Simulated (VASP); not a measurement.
A run of VASP 6.6.1:

File INCAR:

```
SYSTEM = RbHoBr4
PREC = Accurate
ENCUT = 500
EDIFF = 1E-6
ISMEAR = 0
SIGMA = 0.1
LREAL = .FALSE.
LASPH = .TRUE.
NELM = 200
ALGO = Normal
ISIF = 2
LWAVE = .FALSE.
LCHARG = .FALSE.
GGA = PE
NBANDS = 32
GGA_COMPAT = .FALSE.
LMAXMIX = 6
```

Contents of KPOINTS:

```
regular mesh
0
G
  4 4 2
  0 0 0
```

The input POSCAR:

```
RbHoBr4
1.0
    5.4963764488      0.0000000000      0.0000000000
    0.0000000000      5.4963764488      0.0000000000
    0.0000000000      0.0000000000      9.0369510181
Rb Ho Br
1 1 4
Direct
    0.0000000000      0.0000000000      0.0000000000
    0.5000000000      0.5000000000      0.5000000000
    0.5000000000      0.5000000000      0.8049298120
    0.5000000000      0.5000000000      0.1950701880
    0.5000000000      0.0000000000      0.5000000000
    0.0000000000      0.5000000000      0.5000000000
```

Potentials or basis: VASP PAW PBE potentials, release 64 (Rb_sv, Ho_3, Br), 4f in core.

Run with:

```console
$ cat potpaw_PBE.64/Rb_sv/POTCAR potpaw_PBE.64/Ho_3/POTCAR potpaw_PBE.64/Br/POTCAR > POTCAR
$ mpirun -np 1 vasp_std > vasp.out
```

Hardware: 1 thread of Intel(R) Xeon(R) Platinum 8488C (Sapphire Rapids), on a shared host.

Question: Estimate the wall time of this run.

Answer: Run time: 2.1 min on 1 thread of Intel(R) Xeon(R) Platinum 8488C (Sapphire Rapids) (shared host), peak memory 0.37 GiB. Counts: scf iterations 15, k points 12.
